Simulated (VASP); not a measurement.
Here is a VASP 6.6.1 calculation.

File INCAR:

```
SYSTEM = Li4Nb4O11
PREC     = Accurate       ! precision mode
ENCUT    = 520            ! plane-wave cutoff, eV
EDIFF    = 1E-6           ! SCF threshold, eV
ISMEAR   = 0              ! smearing method
SIGMA    = 0.05           ! smearing width, eV
LREAL    = Auto         
LASPH    = .True.         ! aspherical terms in the spheres
NELM     = 80             ! most SCF steps
ALGO     = Normal         ! electronic algorithm
ISIF     = 2              ! what is computed and relaxed
LWAVE    = .False.        ! write WAVECAR
LCHARG   = .True.         ! write CHGCAR
GGA      = PE             ! functional
LELF     = .True.         ! ELF
LVHAR    = .True.       
NBANDS   = 80             ! bands
NELECT   = 128.0
```

Contents of KPOINTS:

```
Automatic mesh
0
Gamma
  4 4 4
  0 0 0
```

File POSCAR:

```
Li4Nb4O11
1.0
    5.2231019317      0.0000000000      0.0000000000
    0.0000000000      3.0155593063     -4.5984613597
    0.0000000000      6.0311186126      4.5984613597
Li Nb O
4 4 11
Direct
    0.0000000000      0.5000000000      0.2500000000
    0.5000000000      0.0000000000      0.7500000000
    0.0000000000      0.5000000000      0.7500000000
    0.5000000000      0.0000000000      0.2500000000
    0.5000000000      0.5000000000      0.5000000000
    0.0000000000      0.0000000000      0.0000000000
    0.0000000000      0.0000000000      0.5000000000
    0.5000000000      0.5000000000      0.0000000000
    0.8803293659      0.0000000000      0.2500000000
    0.3803293659      0.5000000000      0.7500000000
    0.8098353170      0.6901646830      0.9401646830
    0.8098353170      0.3098353170      0.5598353170
    0.3098353170      0.8098353170      0.0598353170
    0.1196706341      0.0000000000      0.7500000000
    0.6196706341      0.5000000000      0.2500000000
    0.6901646830      0.8098353170      0.5598353170
    0.1901646830      0.3098353170      0.0598353170
    0.4228083681      1.2315010669      0.4401646830
    0.6901646830      0.1901646830      0.9401646830
```

Potentials or basis: VASP PAW PBE potentials, release 64 (Li_sv, Nb_sv, O).

Run with:

```sh
$ cat potpaw_PBE.64/Li_sv/POTCAR potpaw_PBE.64/Nb_sv/POTCAR potpaw_PBE.64/O/POTCAR > POTCAR
$ mpirun -np 1 vasp_std > vasp.out
```

Q: Estimate the largest force.

A: 16.398 eV/Å.

Forces on the atoms (eV/Å):
```
Li   -0.675  -1.263  -0.460
Li    0.217   0.555   0.331
Li   -0.123   0.638   0.583
Li    0.522  -0.828  -0.568
Nb    4.494   8.563  -5.275
Nb   -0.326  -0.289  -0.179
Nb   -5.317   3.373  -1.193
Nb    0.355   0.008   0.177
O     1.368   1.924   1.950
O    -0.477  -0.866  -1.184
O     0.185   0.253  -0.292
O     3.576  -0.669   1.023
O    -0.289   0.439   0.144
O     0.280  -2.757  -1.611
O    -0.105   0.887  -1.052
O     3.448   0.928  -2.551
O    -0.177   0.127   0.321
O    -7.271 -11.004   9.743
O     0.315  -0.020   0.093
```

Caveat: the cell carries a net charge on a neutralising background, which shifts energy and pressure; the cell differs from its parent crystal (atom 18 moved 1.125 of the way to it and +0.525 Å across, host rigid).
